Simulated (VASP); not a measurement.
# TaH3Br2 (R-3m) in VASP: notebook, part 2 of 2

VASP 6.6.1.

## 3. Single point, PBE

File INCAR:

```
SYSTEM = TaH3Br2
PREC     = Accurate       ! precision mode
ENCUT    = 520            ! plane-wave cutoff, eV
EDIFF    = 1E-7           ! SCF threshold, eV
ISMEAR   = 0              ! smearing method
SIGMA    = 0.1            ! smearing width, eV
LREAL    = .FALSE.        ! projectors in reciprocal space
LASPH    = .TRUE.         ! aspherical terms in the spheres
NELM     = 100            ! most SCF steps
ALGO     = Normal         ! electronic algorithm
ISIF     = 2              ! what is computed and relaxed
LWAVE    = .FALSE.        ! write WAVECAR
LCHARG   = .FALSE.        ! write CHGCAR
GGA      = PE             ! functional
NBANDS   = 23             ! bands
```

File KPOINTS:

```
regular mesh
0
G
  12 12 12
  0 0 0
```

File POSCAR:

```
TaH3Br2
1.0
    2.3533635955      1.3587151054      3.7341763002
   -2.3533635955      1.3587151054      3.7341763002
    0.0000000000     -2.7174302108      3.7341763002
Ta H Br
1 3 2
Direct
    0.0000000000      0.0000000000      0.0000000000
    0.0000000000      0.5000000000      0.0000000000
    0.5000000000      0.0000000000      0.0000000000
    0.0000000000      0.0000000000      0.5000000000
    0.6270216879      0.6270216879      0.6270216879
    0.3729783121      0.3729783121      0.3729783121
```

Potentials or basis: VASP PAW PBE potentials, release 64 (Ta_pv, H, Br).

Launch:

```console
$ cat potpaw_PBE.64/Ta_pv/POTCAR potpaw_PBE.64/H/POTCAR potpaw_PBE.64/Br/POTCAR > POTCAR
$ mpirun -np 1 vasp_std > vasp.out
```

OUTCAR:

```text
SYSTEM = TaH3Br2
   PREC = Accurate
   ENCUT = 520
   EDIFF = 1E-7
   ISMEAR = 0
   LREAL = .FALSE.
   LASPH = .TRUE.
   NELM = 100
   ISIF = 2
   GGA = PE

 ion  position               nearest neighbor table
   1  0.000  0.000  0.000-   5 2.75   5 2.75   6 2.75   6 2.75   5 2.75   6 2.75
   2  0.000  0.500  0.000-
   3  0.500  0.000  0.000-
   4  0.000  0.000  0.500-
   5  0.627  0.627  0.627-   1 2.75   1 2.75   1 2.75
   6  0.373  0.373  0.373-   1 2.75   1 2.75   1 2.75

[... 830 lines left out ...]
  -------------------------------------------------------------------------------------
  Total        0.0144592      0.0144592     -0.0000839      0.0000000      0.0000000      0.0000000
  in kB        0.3233628      0.3233628     -0.0018762      0.0000000      0.0000000      0.0000000
  external PRESSURE =       0.2149498 kB  Pullay stress =       0.0000000 kB

 VOLUME and BASIS-vectors are now :
 -----------------------------------------------------------------------------
  energy-cutoff  :      520.00
  volume of cell :       71.64
      direct lattice vectors                 reciprocal lattice vectors
     2.353363595  1.358715105  3.734176300     0.212461857  0.122664910  0.089265559
    -2.353363595  1.358715105  3.734176300    -0.212461857  0.122664910  0.089265559
     0.000000000 -2.717430211  3.734176300     0.000000000 -0.245329821  0.089265559

 POSITION                                       TOTAL-FORCE (eV/Angst)
 -----------------------------------------------------------------------------------
      0.00000      0.00000      0.00000         0.000000      0.000000      0.000000
     -1.17668      0.67936      1.86709         0.000000      0.000000      0.000000
      1.17668      0.67936      1.86709         0.000000      0.000000      0.000000
      0.00000     -1.35872      1.86709        -0.000000      0.000000      0.000000
      0.00000      0.00000      7.02423         0.000000      0.000000     -0.001604
      0.00000      0.00000      4.17830         0.000000     -0.000000      0.001604
 -----------------------------------------------------------------------------------
    total drift:                                0.000000     -0.000000     -0.000000

  FREE ENERGIE OF THE ION-ELECTRON SYSTEM (eV)
  ---------------------------------------------------
  free  energy   TOTEN  =       -22.5145555040 eV

  energy  without entropy=      -22.5134321624  energy(sigma->0) =      -22.51399383
```

Run time: 2.1 min. Hardware: 1 thread of Intel Xeon 6975P-C (Granite Rapids), shared host; peak memory 0.43 GiB.

What came out:

* Free energy: -22.5146 eV
* Pressure: 0.0 GPa
* Band gap on the k mesh: zero (bands 14 and 15 overlap by 0.08 eV)

Levels at points of the mesh, in eV from the Fermi level:
```csv
k point,band 12,band 13,band 14,band 15,band 16,band 17
"(0.00, 0.00, 0.00)",-3.17,-2.85,-2.85,1.93,3.03,3.03
"(0.50, 0.00, 0.00)",-2.68,-2.10,-1.96,0.50,1.33,2.82
"(0.50, 0.50, 0.00)",-1.72,-0.82,-0.04,0.27,0.42,0.51
"(0.50, 0.50, 0.50)",-0.92,-0.18,-0.18,-0.12,-0.12,0.60
```

Caveat: spin-orbit coupling is left out, which moves the levels of the heavy elements.

## 4. Relaxation of cell and atoms, PBE

This run uses another cell than the first one, of 19.94 Å³/atom.

File INCAR:

```
SYSTEM = TaH3Br2
PREC = Accurate
ENCUT = 600
EDIFF = 1E-6
ISMEAR = 0
SIGMA = 0.1
LREAL = .False.
LASPH = .True.
NELM = 80
ALGO = Normal
ISIF = 3
LWAVE = .False.
LCHARG = .False.
GGA = PE
IBRION = 2
NSW = 90
EDIFFG = -0.04
```

File KPOINTS:

```
regular mesh
0
Gamma
  6 6 6
  0 0 0
```

File POSCAR:

```
TaH3Br2
1.0
    2.7947698500      1.6135611300      4.4217278500
   -2.7947698500      1.6135611300      4.4217278500
    0.0000000000     -3.2271222500      4.4217278500
Ta H Br
1 3 2
Direct
    0.0000000000      0.0000000000      0.0000000000
    0.0000000000      0.5000000000      0.0000000000
    0.5000000000      0.0000000000      0.0000000000
    0.0000000000      0.0000000000      0.5000000000
    0.6256905800      0.6256905800      0.6256905800
    0.3743094200      0.3743094200      0.3743094200
```

Launch:

```console
$ cat potpaw_PBE.64/Ta_pv/POTCAR potpaw_PBE.64/H/POTCAR potpaw_PBE.64/Br/POTCAR > POTCAR
$ mpirun -np 1 vasp_std > vasp.out
```

It took 4 min on 1 thread of Intel Xeon 6975P-C (Granite Rapids), shared host; peak memory 0.42 GiB.

It converged, with:

* Free energy: -22.5147 eV
* Relaxed volume: 11.99 Å³/atom
* Relaxed cell: a = 4.629 Å, b = 4.629 Å, c = 4.629 Å, α = 61.16°, β = 61.16°, γ = 61.16°
* Space group after relaxing (to 0.1 Å): R-3m (No. 166)
* Energy gained by relaxing: 673.4 meV/atom
* Ionic steps: 7
* Pressure after relaxing: -0.4 GPa
* Largest force after relaxing: 0.028 eV/Å
* Band gap on the k mesh: zero (bands 14 and 15 overlap by 0.08 eV)

Forces on the atoms (eV/Å):
```
Ta   0.000  0.000  0.000
H    0.000  0.000  0.000
H    0.000  0.000  0.000
H    0.000  0.000  0.000
Br   0.000  0.000  0.028
Br   0.000  0.000 -0.028
```

Step by step:
| step | energy change (eV) | largest force (eV/Å) | pressure (GPa) | volume (Å³) |
| --- | --- | --- | --- | --- |
| 1 | 0.0000 | 0.4115 | -16.62 | 119.64 |
| 2 | -3.2797 | 0.1128 | -13.13 | 87.26 |
| 3 | -4.0010 | 0.2798 | -2.82 | 74.14 |
| 4 | -4.0143 | 0.3943 | 0.65 | 71.66 |
| 5 | -4.0161 | 0.3553 | -0.55 | 72.46 |
| 6 | -4.0399 | 0.0747 | -0.37 | 71.91 |
| 7 | -4.0402 | 0.0276 | -0.40 | 71.96 |

Final structure:
```
CELL_PARAMETERS angstrom
2.35486 1.35958 3.74605
-2.35486 1.35958 3.74605
0.00000 -2.71916 3.74605
ATOMIC_POSITIONS crystal
Ta 0.00000 0.00000 0.00000
H 0.00000 0.50000 0.00000
H 0.50000 0.00000 0.00000
H 0.00000 0.00000 0.50000
Br 0.62659 0.62659 0.62659
Br 0.37341 0.37341 0.37341
```

Levels at points of the mesh, in eV from the Fermi level:
```csv
k point,band 12,band 13,band 14,band 15,band 16,band 17
"(0.00, 0.00, 0.00)",-3.10,-2.78,-2.78,1.98,3.08,3.08
"(0.50, 0.00, 0.00)",-2.62,-2.07,-1.91,0.55,1.37,2.84
"(0.50, 0.50, 0.00)",-1.64,-0.80,0.01,0.33,0.47,0.56
"(0.50, 0.50, 0.50)",-0.90,-0.14,-0.14,-0.07,-0.07,0.64
```

Caveat: the volume moved by over 15 % at a fixed basis, so the end points are rough; spin-orbit coupling is left out, which moves the levels of the heavy elements.

## 5. Single point, PBE, collinear spin

This run uses another cell than the first one, of 19.94 Å³/atom.

File INCAR:

```
PREC = Accurate ; ENCUT = 520
EDIFF = 1E-6 ; ISMEAR = 0
SIGMA = 0.1 ; LREAL = False
LASPH = True ; NELM = 150
ALGO = Normal ; ISIF = 2
LWAVE = False ; LCHARG = False
ISPIN = 2 ; MAGMOM = 1 0 0 0 0 0
LORBIT = 11 ; LMAXMIX = 4
GGA = PE ; NBANDS = 27
```

File KPOINTS:

```
regular mesh
0
Gamma
  6 6 6
```

POSCAR is that of step 4.

Launch:

```console
$ cat potpaw_PBE.64/Ta_pv/POTCAR potpaw_PBE.64/H/POTCAR potpaw_PBE.64/Br/POTCAR > POTCAR
$ mpirun -np 1 vasp_std > vasp.out
```

It took 2.6 min on 1 thread of Intel Xeon 6975P-C (Granite Rapids), shared host; peak memory 0.42 GiB.

The run converged. Its results:

| Property | Result |
| --- | --- |
| Free energy | -18.4835 eV |
| Pressure | -16.5 GPa |
| Largest force | 0.402 eV/Å |
| Net moment | 0.14 μB per cell |
| Site moments | Ta +0.49; H -0.05; Br -0.07 μB |
| Valence electrons inside the program's atomic spheres | Ta 8.13; H 0.39; Br 4.73 |

Forces on the atoms (eV/Å):
```
Ta   0.000  0.000  0.000
H    0.000  0.000  0.000
H    0.000  0.000  0.000
H    0.000  0.000  0.000
Br   0.000  0.000  0.402
Br   0.000  0.000 -0.402
```

Stress tensor (GPa, compression positive):
```
-17.25   0.00   0.00
  0.00 -17.25   0.00
  0.00   0.00 -14.85
```

Levels at points of the mesh, in eV from the Fermi level:
Spin up:
| k point | band 10 | band 11 | band 12 | band 13 | band 14 | band 15 | band 16 | band 17 | band 18 | band 19 |
| --- | --- | --- | --- | --- | --- | --- | --- | --- | --- | --- |
| (0.00, 0.00, 0.00) | -2.21 | -2.21 | -1.49 | -1.37 | -1.37 | 0.45 | 1.17 | 1.17 | 2.75 | 2.75 |
| (0.50, 0.00, 0.00) | -1.97 | -1.73 | -1.45 | -1.17 | -0.87 | 0.03 | 0.37 | 1.08 | 1.47 | 2.71 |
| (0.50, 0.50, 0.00) | -2.11 | -1.01 | -1.01 | -0.48 | -0.08 | -0.06 | 0.13 | 0.77 | 1.14 | 1.57 |
| (0.50, 0.50, 0.50) | -2.07 | -1.48 | -0.52 | -0.20 | -0.07 | -0.07 | 0.40 | 0.40 | 0.64 | 1.14 |
Spin down:
| k point | band 11 | band 12 | band 13 | band 14 | band 15 | band 16 | band 17 | band 18 |
| --- | --- | --- | --- | --- | --- | --- | --- | --- |
| (0.00, 0.00, 0.00) | -2.25 | -1.56 | -1.33 | -1.33 | 0.76 | 1.46 | 1.46 | 2.77 |
| (0.50, 0.00, 0.00) | -1.85 | -1.40 | -1.16 | -1.16 | 0.37 | 0.78 | 1.32 | 1.67 |
| (0.50, 0.50, 0.00) | -1.15 | -1.04 | -0.66 | 0.27 | 0.35 | 0.42 | 0.57 | 1.37 |
| (0.50, 0.50, 0.50) | -1.47 | -0.74 | 0.01 | 0.01 | 0.13 | 0.42 | 0.42 | 0.91 |

Caveat: the cell stands under tension; spin-orbit coupling is left out, which moves the levels of the heavy elements.

## 6. The runs side by side

```tsv
task	spin	cell	k mesh	cutoff (eV)	gap on the mesh (eV)	pressure (GPa)	moment (μB)	largest force (eV/Å)
single point	collinear	a = 4.623 Å, angles 61.1°, 6 atoms, atomic positions A	6 × 6 × 6	520	none	0.0	0.00	0.03
single point	off	a = 4.618 Å, angles 61.3°, 6 atoms, atomic positions B	12 × 12 × 12	520	none	0.0	-	-
relaxation of cell and atoms	off	relaxed from a = 5.474 Å, angles 61.4°, 6 atoms, atomic positions C	6 × 6 × 6	600	none	-0.4	-	0.03
single point	collinear	a = 5.474 Å, angles 61.4°, 6 atoms, atomic positions C	6 × 6 × 6	520	none	-16.5	0.14	0.40
```

Alike in all rows: level PBE; potentials or basis VASP PAW PBE potentials, release 64 (Ta_pv, H, Br); smearing gaussian 0.1 eV.

Caveats: spin-orbit coupling is left out, which moves the levels of the heavy elements; the volume moved by over 15 % at a fixed basis, so the end points are rough (at least some runs); the cell stands under tension (at least some runs).

Total energies depend on the potentials used, so only differences within one code and one set of settings carry meaning.
